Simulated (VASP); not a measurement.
Set up this calculation in VASP 6.6.1, as the native input.

```yaml
Task: single point
Functional: PBE
Dispersion: D3(BJ)
Potentials_or_basis: VASP PAW PBE potentials, release 64 (Mo_sv, S)
Cutoff: 520 eV
k_mesh: 12 × 12 × 4
Occupations: gaussian, width 0.05 eV
Spin: no spin polarisation
Dipole_correction: no
Further_INCAR_settings: ALGO = Normal; EDIFF = 1e-07; NBANDS = 35
```

The structure of MoS2 lies in POSCAR:

```
MoS2
1.0
    3.2438316594      0.0000000000      0.0000000000
   -1.6219158297      2.8092406226      0.0000000000
    0.0000000000      0.0000000000     11.7280312675
Mo S
2 4
Direct
    0.3333333333      0.6666666667      0.2500000000
    0.6666666667      0.3333333333      0.7500000000
    0.3333333333      0.6666666667      0.6204905688
    0.6666666667      0.3333333333      0.1204905688
    0.3333333333      0.6666666667      0.8795094312
    0.6666666667      0.3333333333      0.3795094312
```

This cell differs from its parent crystal: strain +0.030 along x and y, -0.030 along z.

The input as run:

INCAR

```
SYSTEM = MoS2
ALGO = Normal
EDIFF = 1E-7
ENCUT = 520
GGA = PE
ISIF = 2
ISMEAR = 0
IVDW = 12
LASPH = .TRUE.
LCHARG = .FALSE.
LREAL = .FALSE.
LWAVE = .FALSE.
NBANDS = 35
NELM = 60
PREC = Accurate
SIGMA = 0.05
```

KPOINTS

```
k-points
0
G
  12 12 4
  0 0 0
```

Potentials or basis: VASP PAW PBE potentials, release 64 (Mo_sv, S).

Run with:

```bash
$ cat potpaw_PBE.64/Mo_sv/POTCAR potpaw_PBE.64/S/POTCAR > POTCAR
$ mpirun -np 1 vasp_std > vasp.out
```

Results of the run:

```
Pressure                   : -3.5 GPa
Largest force              : 0.241 eV/Å
Band gap on the k mesh     : 0.35 eV, indirect (least direct gap 1.37 eV)
Dispersion energy per atom : -0.425 eV
```

Caveat: the cell differs from its parent crystal (strain +0.030 along x and y, -0.030 along z).

Wall time 2.1 min on 1 thread of Intel(R) Xeon(R) Platinum 8559C (Emerald Rapids), on a shared host, peak memory 0.32 GiB.
